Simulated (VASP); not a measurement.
# Zr (Im-3m) in VASP: a series of runs

Aim: see how the results for Zr move with the level of theory and the settings. Levels: PBE, PBE+D3(BJ). Tasks: single point.

Everything below comes from runs of VASP 6.6.1. Logs are shortened: lines on timing, memory, paths and dates and some standing lists are left out, and cuts for length are marked.

## Step 1: The cell of the first run

Symmetry: Im-3m, No. 229, cubic system. Conventional cell: a = 3.578 Å, b = 3.578 Å, c = 3.578 Å, α = 90.00°, β = 90.00°, γ = 90.00°. Zr (site symmetry m-3m) has 14 Zr at 3.10 to 3.58 Å within 4.1 Å.

## Step 2: Single point, PBE

File INCAR:

```
SYSTEM = Zr
PREC     = Accurate       ! precision mode
ENCUT    = 520            ! plane-wave cutoff, eV
EDIFF    = 1E-6           ! SCF threshold, eV
ISMEAR   = -1             ! smearing method
SIGMA    = 0.1            ! smearing width, eV
LREAL    = .FALSE.        ! projectors in reciprocal space
LASPH    = .TRUE.         ! aspherical terms in the spheres
NELM     = 100            ! most SCF steps
ALGO     = Normal         ! electronic algorithm
ISIF     = 2              ! what is computed and relaxed
LWAVE    = .FALSE.        ! write WAVECAR
LCHARG   = .TRUE.         ! write CHGCAR
GGA      = PE             ! functional
LELF     = .TRUE.         ! ELF
LVHAR    = .TRUE.       
NBANDS   = 19             ! bands
```

File KPOINTS:

```
Automatic mesh
0
G
  12 12 7
  0 0 0
```

File POSCAR:

```
Zr
1.0
   -1.7889232124      1.7889232124      1.7889232124
    1.7889232124     -1.7889232124      1.7889232124
    3.5778464248      3.5778464248      0.0000000000
Zr
2
Direct
    0.0000000000      0.0000000000      0.0000000000
    0.5000000000      0.5000000000      0.5000000000
```

Potentials or basis: VASP PAW PBE potentials, release 64 (Zr_sv).

Command:

```
cat potpaw_PBE.64/Zr_sv/POTCAR > POTCAR
mpirun -np 1 vasp_std > vasp.out
```

OUTCAR:

```text
SYSTEM = Zr
   PREC = Accurate
   ENCUT = 520
   EDIFF = 1E-6
   ISMEAR = -1
   LREAL = .FALSE.
   LASPH = .TRUE.
   NELM = 100
   ISIF = 2
   GGA = PE

 ion  position               nearest neighbor table
   1  0.000  0.000  0.000-   2 3.10   2 3.10   2 3.10   2 3.10   2 3.58   2 3.58   2 3.58   2 3.58

   2  0.500  0.500  0.500-   1 3.10   1 3.10   1 3.10   1 3.10   1 3.58   1 3.58   1 3.58   1 3.58

  LATTYP: Found a base centered orthorhombic cell.
 ALAT       =     3.5778464248
 B/A-ratio  =     1.4142135624
 C/A-ratio  =     1.4142135624

  Lattice vectors:

 A1 = (  -1.7889232124,   1.7889232124,   1.7889232124)
 A2 = (   1.7889232124,  -1.7889232124,   1.7889232124)
 A3 = (   3.5778464248,   3.5778464248,   0.0000000000)

Analysis of symmetry for initial positions (statically):
=====================================================================
 Subroutine PRICEL returns following result:

  LATTYP: Found a body centered cubic cell.
 ALAT       =     3.5778464248

  Lattice vectors:

 A1 = (  -1.7889232124,   1.7889232124,  -1.7889232124)
 A2 = (  -1.7889232124,  -1.7889232124,   1.7889232124)
 A3 = (   1.7889232124,   1.7889232124,   1.7889232124)

   2 primitive cells build up your supercell.

 Routine SETGRP: Setting up the symmetry group for a
 base centered orthorhombic supercell.

 Subroutine GETGRP returns: Found  8 space group operations
 (whereof  8 operations were pure point group operations)
 out of a pool of  8 trial point group operations.

The static configuration has the point symmetry D_2h.

Analysis of symmetry for dynamics (positions and initial velocities):
=====================================================================
 Subroutine PRICEL returns following result:

  LATTYP: Found a body centered cubic cell.
 ALAT       =     3.5778464248

  Lattice vectors:

 A1 = (  -1.7889232124,   1.7889232124,  -1.7889232124)
 A2 = (  -1.7889232124,  -1.7889232124,   1.7889232124)
 A3 = (   1.7889232124,   1.7889232124,   1.7889232124)

   2 primitive cells build up your supercell.

 Routine SETGRP: Setting up the symmetry group for a
 base centered orthorhombic supercell.

 Subroutine GETGRP returns: Found  8 space group operations
 (whereof  8 operations were pure point group operations)
 out of a pool of  8 trial point group operations.

The dynamic configuration has the point symmetry D_2h.

 Subroutine INISYM returns: Found  8 space group operations
 (whereof  8 operations are pure point group operations),
 and found     2 'primitive' translations

----------------------------------------------------------------------------------------

                                     Primitive cell

  volume of cell :      22.9000

  direct lattice vectors                    reciprocal lattice vectors
    -1.788923212  1.788923212 -1.788923212    -0.279497743  0.279497743  0.000000000
    -1.788923212 -1.788923212  1.788923212    -0.279497743  0.000000000  0.279497743
     1.788923212  1.788923212  1.788923212     0.000000000  0.279497743  0.279497743

  length of vectors
     3.098505895  3.098505895  3.098505895     0.395269499  0.395269499  0.395269499

  position of ions in fractional coordinates (direct lattice)
     0.000000000  0.000000000  0.000000000

  ion indices of the primitive-cell ions
   primitive index   ion index
                 1           1

----------------------------------------------------------------------------------------

 KPOINTS: Automatic mesh

Automatic generation of k-mesh.
 Grid dimensions read from file:
 generate k-points for:   12   12    7

 Generating k-lattice:

  Cartesian coordinates                     Fractional coordinates (reciprocal lattice)
    -0.011645739  0.011645739  0.023291479     0.083333333  0.000000000  0.000000000
     0.011645739 -0.011645739  0.023291479     0.000000000  0.083333333  0.000000000
     0.019964124  0.019964124  0.000000000     0.000000000  0.000000000  0.142857143

  Length of vectors
     0.028526119  0.028526119  0.028233536

  Shift w.r.t. Gamma in fractional coordinates (k-lattice)
     0.000000000  0.000000000  0.000000000

 Subroutine IBZKPT returns following result:
 ===========================================

 Found    172 irreducible k-points:

 Following reciprocal coordinates:
            Coordinates               Weight
  0.000000  0.000000  0.000000      1.000000
  0.083333  0.000000  0.000000      4.000000
  0.166667  0.000000  0.000000      4.000000
  0.250000  0.000000  0.000000      4.000000
  0.333333  0.000000  0.000000      4.000000
  0.416667  0.000000  0.000000      4.000000
[... 16 lines left out ...]
  0.500000  0.166667  0.000000      4.000000
 -0.416667  0.166667  0.000000      4.000000
 [... further k-points ...]
   k-points           NKPTS =    172   k-points in BZ     NKDIM =    172   number of bands    NBANDS=     19
   number of dos      NEDOS =    301   number of ions     NIONS =      2
   total plane-waves  NPLWV =  23040
   dimension x,y,z NGX =    24 NGY =   24 NGZ =   40
   dimension x,y,z NGXF=    48 NGYF=   48 NGZF=   80
   ions per type =               2
   NGX,Y,Z   is equivalent  to a cutoff of  12.88, 12.88, 13.14 a.u.
   NGXF,Y,Z  is equivalent  to a cutoff of  25.75, 25.75, 26.28 a.u.
 SYSTEM =  Zr
   PREC   = accura    normal or accurate (medium, high low for compatibility)
   ISTART =      0    job   : 0-new  1-cont  2-samecut
   ICHARG =      2    charge: 1-file 2-atom 10-const
   ISPIN  =      1    spin polarized calculation?
   LNONCOLLINEAR =      F non collinear calculations
   LSORBIT =      F    spin-orbit coupling
   LASPH  =      T    aspherical Exc in radial PAW
   ENCUT  =  520.0 eV  38.22 Ry    6.18 a.u.   5.76  5.76  9.41*2*pi/ulx,y,z
   NELM   =    100;   NELMIN=  2; NELMDL= -5     # of ELM steps
   EDIFF  = 0.1E-05   stopping-criterion for ELM
   LREAL  =      F    real-space projection
   EDIFFG = 0.1E-04   stopping-criterion for IOM
   NSW    =      0    number of steps for IOM
   IBRION =     -1    ionic relax: 0-MD 1-quasi-New 2-CG
   NFREE  =      0    steps in history (QN), initial steepest desc. (CG)
   ISIF   =      2    stress and relaxation
   ISYM   =      2    0-nonsym 1-usesym 2-fastsym
   POTIM  = 0.5000    time-step for ionic-motion
   TEBEG  =    0.0;   TEEND  =   0.0 temperature during run
   PSTRESS=    0.0 pullay stress
   NELECT =      24.0000    total number of electrons
   NUPDOWN=      -1.0000    fix difference up-down
   EMIN   =  10.00;   EMAX   =-10.00  energy-range for DOS
   EFERMI =   0.00;   METHOD = LEGACY
   ISMEAR =    -1;   SIGMA  =   0.10  broadening in eV -4-tet -1-fermi 0-gaus
   EFERMI_NEDOS =   21; number of points for ismear=-14 and -15
   IALGO  =     38    algorithm
   IMIX   =      4    mixing-type and parameters
     AMIX     =   0.40;   BMIX     =  1.00
     AMIX_MAG =   1.60;   BMIX_MAG =  1.00
  volume/ion in A,a.u.               =      22.90       154.54
  Fermi-wavevector in a.u.,A,eV,Ry     =   1.319847  2.494149 23.701292  1.741996
  Thomas-Fermi vector in A             =   2.449716
   LORBIT       =      0    0 simple, 1 ext, 2 COOP (PROOUT), +10 PAW based schemes
   GGA     = PE    functional components
[... 5 lines left out ...]
 non-spin polarized calculation
  energy-cutoff  :      520.00
  volume of cell :       45.80
 maximum number of plane-waves:      1258
   NGX = 11   NGY = 11   NGZ = 19

 number of electron      24.0000000 magnetization

 Free energy of the ion-electron system (eV)
  ---------------------------------------------------
  ext. energy  EPLUGINS =         0.00000000
  ---------------------------------------------------
  free energy    TOTEN  =       -16.93235454 eV

  energy without entropy =      -16.80945629  energy(sigma->0) =      -16.87090541

 E-fermi :   8.8805     XC(G=0): -11.1518

 val. band max:        8.8794552815   @ k =  -0.4167   0.2500   0.0000
 cond. band min:       8.8825648118   @ k =   0.2500   0.0833   0.2857
 fundamental gap:      0.0031095302
 Fermi energy:         8.8805250211

 k-point     1 :       0.0000    0.0000    0.0000
  band No.  band energies     occupation
      1     -39.5668      2.00000
      2     -39.4048      2.00000
      3     -18.0727      2.00000
      4     -17.3773      2.00000
      5     -17.0650      2.00000
      6     -17.0568      2.00000
[... 11 lines left out ...]
     18      12.5405      0.00000
     19      13.2194      0.00000

 k-point     2 :       0.0833    0.0000    0.0000
  band No.  band energies     occupation
      1     -39.5588      2.00000
      2     -39.4022      2.00000
      3     -18.0504      2.00000
      4     -17.3988      2.00000
      5     -17.1122      2.00000
      6     -17.0919      2.00000
[... 11 lines left out ...]
     18      12.5449      0.00000
     19      13.3663      0.00000

 k-point     3 :       0.1667    0.0000    0.0000
  band No.  band energies     occupation
      1     -39.5362      2.00000
      2     -39.3954      2.00000
      3     -17.9860      2.00000
      4     -17.4764      2.00000
      5     -17.2635      2.00000
      6     -17.1437      2.00000
[... 11 lines left out ...]
     18      12.6177      0.00000
     19      13.4426      0.00000

 k-point     4 :       0.2500    0.0000    0.0000
  band No.  band energies     occupation
      1     -39.5033      2.00000
      2     -39.3880      2.00000
      3     -17.8862      2.00000
      4     -17.6125      2.00000
      5     -17.4665      2.00000
      6     -17.1762      2.00000
[... 11 lines left out ...]
     18      12.8092      0.00000
     19      13.2620      0.00000

 k-point     5 :       0.3333    0.0000    0.0000
  band No.  band energies     occupation
      1     -39.4663      2.00000
      2     -39.3845      2.00000
      3     -17.7610      2.00000
      4     -17.7604      2.00000
      5     -17.6677      2.00000
      6     -17.2483      2.00000
[... 11 lines left out ...]
     18      12.9396      0.00000
     19      13.0641      0.00000

 k-point     6 :       0.4167    0.0000    0.0000
  band No.  band energies     occupation
      1     -39.4317      2.00000
      2     -39.3892      2.00000
      3     -17.8643      2.00000
      4     -17.8188      2.00000
      5     -17.6229      2.00000
      6     -17.3569      2.00000
[... 11 lines left out ...]
     18      13.2044      0.00000
     19      14.2549      0.00000

 k-point     7 :       0.5000    0.0000    0.0000
  band No.  band energies     occupation
      1     -39.4050      2.00000
      2     -39.4050      2.00000
      3     -17.8879      2.00000
      4     -17.8879      2.00000
      5     -17.4844      2.00000
      6     -17.4844      2.00000
[... 11 lines left out ...]
     18      13.2230      0.00000
     19      15.7907      0.00000

 k-point     8 :       0.0833    0.0833    0.0000
  band No.  band energies     occupation
      1     -39.5457      2.00000
      2     -39.4018      2.00000
      3     -18.0056      2.00000
      4     -17.4259      2.00000
      5     -17.1551      2.00000
      6     -17.1324      2.00000
[... 256 lines left out ...]
 k-point    20 :       0.2500    0.1667    0.0000
  band No.  band energies     occupation
      1     -39.4533      2.00000
      2     -39.3932      2.00000
      3     -17.6967      2.00000
      4     -17.6064      2.00000
      5     -17.5391      2.00000
      6     -17.3904      2.00000
[... 11 lines left out ...]
     18      13.3095      0.00000
     19      13.5236      0.00000

 k-point    21 :       0.3333    0.1667    0.0000
  band No.  band energies     occupation
      1     -39.4160      2.00000
      2     -39.3942      2.00000
      3     -17.7409      2.00000
      4     -17.7065      2.00000
      5     -17.5583      2.00000
      6     -17.4098      2.00000
[... 11 lines left out ...]
     18      13.3061      0.00000
     19      13.6369      0.00000

 k-point    22 :       0.4167    0.1667    0.0000
  band No.  band energies     occupation
      1     -39.4023      2.00000
      2     -39.3841      2.00000
      3     -17.8390      2.00000
      4     -17.8262      2.00000
      5     -17.5205      2.00000
      6     -17.4200      2.00000
[... 11 lines left out ...]
     18      13.2078      0.00000
     19      14.5886      0.00000

 k-point    23 :       0.5000    0.1667    0.0000
  band No.  band energies     occupation
      1     -39.4193      2.00000
      2     -39.3622      2.00000
      3     -17.8670      2.00000
      4     -17.8600      2.00000
      5     -17.6375      2.00000
      6     -17.3093      2.00000
[... 11 lines left out ...]
     18      13.3499      0.00000
     19      15.8469      0.00000

 k-point    24 :      -0.4167    0.1667    0.0000
  band No.  band energies     occupation
      1     -39.4444      2.00000
      2     -39.3525      2.00000
      3     -17.8215      2.00000
      4     -17.7942      2.00000
      5     -17.7531      2.00000
      6     -17.3093      2.00000
[... 11 lines left out ...]
     18      13.1971      0.00000
     19      14.3178      0.00000

 [... further k-points ...]

------------------------ aborting loop because EDIFF is reached ----------------------------------------

  FORCE on cell =-STRESS in cart. coord.  units (eV):
  Direction    XX          YY          ZZ          XY          YZ          ZX
  --------------------------------------------------------------------------------------
  -------------------------------------------------------------------------------------
  Total        0.0185893      0.0185893      0.0274876     -0.0132918      0.0000000      0.0000000
  in kB        0.6502914      0.6502914      0.9615717     -0.4649745      0.0000000      0.0000000
  external PRESSURE =       0.7540515 kB  Pullay stress =       0.0000000 kB

 VOLUME and BASIS-vectors are now :
 -----------------------------------------------------------------------------
  energy-cutoff  :      520.00
  volume of cell :       45.80
      direct lattice vectors                 reciprocal lattice vectors
    -1.788923212  1.788923212  1.788923212    -0.139748871  0.139748871  0.279497743
     1.788923212 -1.788923212  1.788923212     0.139748871 -0.139748871  0.279497743
     3.577846425  3.577846425  0.000000000     0.139748871  0.139748871  0.000000000

 POSITION                                       TOTAL-FORCE (eV/Angst)
 -----------------------------------------------------------------------------------
      0.00000      0.00000      0.00000         0.000000     -0.000000      0.000000
      1.78892      1.78892      1.78892        -0.000000      0.000000     -0.000000
 -----------------------------------------------------------------------------------
    total drift:                               -0.000000     -0.000000      0.000000

  FREE ENERGIE OF THE ION-ELECTRON SYSTEM (eV)
  ---------------------------------------------------
  free  energy   TOTEN  =       -16.9323545354 eV

  energy  without entropy=      -16.8094562892  energy(sigma->0) =      -16.87090541
```

Wall time 46 s (1 thread of Intel Xeon Platinum 8488C (Sapphire Rapids), shared host); peak memory 0.24 GiB.

Results:

```
Free energy            : -16.9324 eV
Pressure               : 0.1 GPa
Band gap on the k mesh : zero (band 12 reaches 10.03 eV, above the bottom of band 13 at 8.22 eV)
```

## Step 3: Single point, PBE+D3(BJ)

File INCAR:

```
  PREC = Accurate
  ENCUT = 520
  EDIFF = 1E-6
  ISMEAR = -1
  SIGMA = 0.1
  LREAL = False
  LASPH = True
  NELM = 80
  ALGO = Normal
  ISIF = 2
  LWAVE = False
  LCHARG = True
  GGA = PE
  IVDW = 12
  LELF = True
  LVHAR = True
  NBANDS = 19
```

File KPOINTS:

```
regular mesh
0
Gamma
  12 12 7
```

POSCAR is that of step 2.

Potentials or basis: VASP PAW PBE potentials, release 64 (Zr_sv).

Command:

```
cat potpaw_PBE.64/Zr_sv/POTCAR > POTCAR
mpirun -np 1 vasp_std > vasp.out
```

Wall time 50 s (1 thread of Intel Xeon Platinum 8488C (Sapphire Rapids), shared host); peak memory 0.26 GiB.

It converged, with:

```
Free energy                : -18.0059 eV
Pressure                   : -3.9 GPa
Band gap on the k mesh     : zero (band 12 reaches 10.03 eV, above the bottom of band 13 at 8.22 eV)
Dispersion energy per atom : -0.537 eV
```

Levels at points of the mesh, in eV from the Fermi level:
```
           k point  band 9  band 10  band 11  band 12  band 13  band 14  band 15  band 16
(0.00, 0.00, 0.00)   -5.38    -2.81    -0.68     1.15     1.15     1.15     1.67     3.66
(0.50, 0.00, 0.00)   -1.77    -1.77    -0.67    -0.67     0.06     0.06     3.34     3.34
(0.50, 0.50, 0.00)   -2.81    -2.59    -2.59    -0.68     1.67     3.66     4.34     5.75
```

Caveat: three body term missing; pairwise dispersion overbinds metals, which lowers pressure and volume.
